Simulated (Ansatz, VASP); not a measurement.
# SiGe in VASP and in Ansatz

Contents of INCAR:

```
PREC = Accurate
ENCUT = 520
EDIFF = 1E-6
ISMEAR = 0
SIGMA = 0.03
LREAL = False
LASPH = True
NELM = 80
ALGO = Normal
ISIF = 2
LWAVE = False
LCHARG = True
GGA = PS
LELF = True
LVHAR = True
NBANDS = 26
```

File KPOINTS:

```
Automatic mesh
0
Gamma
  12 12 6
```

The input POSCAR:

```
SiGe
1.0
    3.8337179178      0.0000000000      0.0000000000
   -1.9168589589      3.3200971077      0.0000000000
    0.0000000000      0.0000000000      6.9363458286
Si Ge
2 2
Direct
    0.6666666667      0.3333333333      0.8745463082
    0.3333333333      0.6666666667      0.3745463082
    0.6666666667      0.3333333333      0.5004526918
    0.3333333333      0.6666666667      0.0004526918
```

Input for Ansatz:

```yaml
crystal:
  lattice:
    - [3.8337179178, 0.0, 0.0]
    - [-1.9168589589, 3.3200971077, 0.0]
    - [0.0, 0.0, 6.9363458286]
  atoms:
    - { symbol: Si, position: [0.6666666667, 0.3333333333, 0.8745463082] }
    - { symbol: Si, position: [0.3333333333, 0.6666666667, 0.3745463082] }
    - { symbol: Ge, position: [0.6666666667, 0.3333333333, 0.5004526918] }
    - { symbol: Ge, position: [0.3333333333, 0.6666666667, 0.0004526918] }
basis:
  ecutwfc: 420
kpoints:
  mp_grid: { grid: [12, 12, 6] }
hamiltonian:
  xc: pbesol
  pseudopotentials: { kind: paw, azcp: { folder: soft_1 } }
scf:
  occupations: { method: gaussian, width: 0.03 }
output:
  forces: true
  stress: true
  eigenvalues: true
```

Alike in both runs: task single point; functional PBEsol; k mesh 12 × 12 × 6; occupations gaussian, width 0.03 eV; no spin polarisation.

|  | VASP | Ansatz |
| --- | --- | --- |
| version | VASP 6.6.1 | Ansatz 0.2.0 |
| potentials or method | VASP PAW PBE potentials, release 64 (Si, Ge_d), cutoff 520 eV | scalar-relativistic, plane waves, PAW |
| valence electrons in the cell | 36 | 36 |

|  | VASP | Ansatz | Ansatz less VASP |
| --- | --- | --- | --- |
| gap on the k mesh at the Fermi level (eV) | 0.08 | 0.08 | -0.001 |
| least direct gap on the mesh (eV) | 0.08 | 0.08 | -0.001 |
| pressure (GPa) | -2.0 | -2.0 | 0.00 |
| traceless stress, the component that is largest in VASP (GPa) | -9.75 | -9.73 | +0.021 |
| rms of the force components (eV/Å) | 0.293 | 0.295 | +0.0021 |

VASP's potentials were made for PBE, not for PBEsol, and Ansatz warns of the same on its side. Atom by atom the forces differ by 0.002 eV/Å (rms over components). The functional is the same, so the differences come from potentials, cutoffs and numerics.
